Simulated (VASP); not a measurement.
Wanted: the native input for a VASP 6.6.1 run.

```
Task                   : single point
Functional             : PBEsol
Potentials or basis    : VASP PAW PBE potentials, release 64 (Cr_pv, Ge_d)
Cutoff                 : 520 eV
k mesh                 : 3 × 3 × 3
Occupations            : gaussian, width 0.05 eV
Spin                   : collinear spin, ferromagnetic start
Starting moments       : [2.0, 0.0, 0.0, 0.0, 0.0, 0.0, 0.0, 0.0, 0.0, 0.0, 0.0, 0.0, 0.0, 0.0, 0.0, 0.0] μB
Hubbard terms          : Cr d U = 3.0 eV
Dipole correction      : no
Further INCAR settings : LREAL = Auto; ALGO = Fast; EDIFF = 1e-07; NBANDS = 129
```

The structure of CrGe15 lies in POSCAR:

```
CrGe15
1.0
    0.0000000000      5.6575400000      5.6575400000
    5.6575400000      0.0000000000      5.6575400000
    5.6575400000      5.6575400000      0.0000000000
Cr Ge
1 15
Direct
    0.0000000000      1.0000000000      1.0000000000
    0.0006439391      0.0006439391      0.4993560609
    0.0006439391      0.4993560609      0.0006439391
    0.0006439391      0.4993560609      0.4993560609
    0.4993560609      0.0006439391      0.0006439391
    0.4993560609      0.0006439391      0.4993560609
    0.4993560609      0.4993560609      0.0006439391
    0.5000000000      0.5000000000      0.5000000000
    0.1271381710      0.1271381710      0.1271381710
    0.1271381710      0.1271381710      0.6185854871
    0.1271381710      0.6185854871      0.1271381710
    0.1250830096      0.6249723301      0.6249723301
    0.6185854871      0.1271381710      0.1271381710
    0.6249723301      0.1250830096      0.6249723301
    0.6249723301      0.6249723301      0.1250830096
    0.6249723301      0.6249723301      0.6249723301
```

These files were run (other wordings do the same):

INCAR

```
ALGO = Fast
EDIFF = 1E-7
ENCUT = 520
GGA = PS
ISIF = 2
ISMEAR = 0
ISPIN = 2
LASPH = T
LCHARG = F
LDAU = T
LDAUJ = 0 0
LDAUL = 2 -1
LDAUPRINT = 1
LDAUTYPE = 2
LDAUU = 3 0
LMAXMIX = 4
LORBIT = 11
LREAL = Auto
LWAVE = F
MAGMOM = 2 0 0 0 0 0 0 0 0 0 0 0 0 0 0 0
NBANDS = 129
NELM = 150
PREC = Accurate
SIGMA = 0.05
```

KPOINTS

```
k-points
0
Gamma
  3 3 3
```

Potentials or basis: VASP PAW PBE potentials, release 64 (Cr_pv, Ge_d).

Run with:

```sh
$ cat potpaw_PBE.64/Cr_pv/POTCAR potpaw_PBE.64/Ge_d/POTCAR > POTCAR
$ mpirun -np 1 vasp_std > vasp.out
```

It gave:

```json
{
 "Pressure": "1.5 GPa",
 "Largest force": "0.082 eV/Å",
 "Net moment": "4.81 μB per cell",
 "Site moments": "Cr +3.96; Ge +0.02, +0.01 (each value once) μB",
 "Valence electrons inside the program's atomic spheres": "Cr 10.70; Ge 12.41, 12.42, 12.40 (each value once)"
}
```

Caveat: the PAW data sets were made with another functional, which shifts forces and pressure a little; the U is typed as a test and isn't derived for this compound.

Wall time 46 min on 1 thread of AMD EPYC 9755 128-Core Processor, on a shared host, peak memory 0.75 GiB.
